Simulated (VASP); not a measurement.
SnCl, 4 atoms in the cell. It takes space group P6_3mc (No. 186, hexagonal). Conventional cell: a = 3.498 Å, b = 3.498 Å, c = 10.062 Å, α = 90.00°, β = 90.00°, γ = 120.00°. Within 3.5 Å of Sn (site symmetry 3m) lie 4 Cl at 2.68 to 3.10 Å and 6 Sn at 3.50 Å. Cl (site symmetry 3m) has 4 Sn at 2.68 to 3.10 Å and 6 Cl at 3.50 Å within 3.5 Å. 

| Quantity | Value |
| --- | --- |
| Program | VASP 6.6.1 |
| Task | single point |
| Functional | PBE |
| Potentials or basis | VASP PAW PBE potentials, release 64 (Sn_d, Cl) |
| Cutoff | 520 eV |
| k mesh | 12 × 12 × 4 |
| Occupations | methfessel-paxton, width 0.05 eV |
| Spin | no spin polarisation |
| Dipole correction | no |
| Further INCAR settings | ALGO = Normal; EDIFF = 1e-06; NBANDS = 29 |

Potentials or basis: VASP PAW PBE potentials, release 64 (Sn_d, Cl).

The run is started by

```console
$ cat potpaw_PBE.64/Sn_d/POTCAR potpaw_PBE.64/Cl/POTCAR > POTCAR
$ mpirun -np 1 vasp_std > vasp.out
```

Hardware: 1 thread of Intel(R) Xeon(R) 6975P-C (Granite Rapids), on a shared host.

Q: How long does it take, and how much memory?

A: Wall time 66 s on 1 thread of Intel(R) Xeon(R) 6975P-C (Granite Rapids), on a shared host, peak memory 0.32 GiB. Counts: scf iterations 13, k points 57.
